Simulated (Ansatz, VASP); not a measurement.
**One calculation of NaF, two programs**

The input INCAR:

```
SYSTEM = NaF
PREC = Accurate ; ENCUT = 520
EDIFF = 1E-7 ; ISMEAR = 0
SIGMA = 0.02 ; LREAL = .FALSE.
LASPH = .TRUE. ; NELM = 100
ALGO = Normal ; ISIF = 2
LWAVE = .FALSE. ; LCHARG = .FALSE.
GGA = PE ; NBANDS = 14
```

The input KPOINTS:

```
regular mesh
0
G
  8 8 8
  0 0 0
```

Contents of POSCAR:

```
NaF
1.0
    0.0000000000      2.2517218326      2.2517218326
    2.2517218326      0.0000000000      2.2517218326
    2.2517218326      2.2517218326      0.0000000000
Na F
1 1
Direct
    0.0000000000      0.0000000000      0.0000000000
    0.5000000000      0.5000000000      0.5000000000
```

Input for Ansatz:

```yaml
crystal:
  lattice:
    - [0.0, 2.2517218326, 2.2517218326]
    - [2.2517218326, 0.0, 2.2517218326]
    - [2.2517218326, 2.2517218326, 0.0]
  atoms:
    - { symbol: Na, position: [0.0, 0.0, 0.0] }
    - { symbol: F, position: [0.5, 0.5, 0.5] }
basis:
  ecutwfc: 420
kpoints:
  mp_grid: { grid: [8, 8, 8] }
hamiltonian:
  xc: pbe
scf:
  occupations: { method: gaussian, width: 0.02 }
output:
  forces: true
  stress: true
  eigenvalues: true
```

Alike in both runs: task single point; functional PBE; k mesh 8 × 8 × 8; occupations gaussian, width 0.02 eV; no spin polarisation.

|  | VASP | Ansatz |
| --- | --- | --- |
| version | VASP 6.6.1 | Ansatz 0.2.0 |
| potentials or method | VASP PAW PBE potentials, release 64 (Na_pv, F), cutoff 520 eV | scalar-relativistic, plane waves, PAW |
| valence electrons in the cell | 14 | 16 |

VASP gave:

| Quantity | Value |
| --- | --- |
| gap on the k mesh at the Fermi level (eV) | 6.79 |
| least direct gap on the mesh (eV) | 6.79 |
| pressure (GPa) | 7.7 |

Question: Which values does Ansatz return?

Answer: gap on the k mesh at the Fermi level (eV): 6.81; least direct gap on the mesh (eV): 6.81; pressure (GPa): 7.7.

The functional is the same, so the differences come from potentials, cutoffs and numerics. VASP's potentials hold 14 valence electrons a cell and Ansatz's 16, so a difference there can come from the potentials and not from the codes.
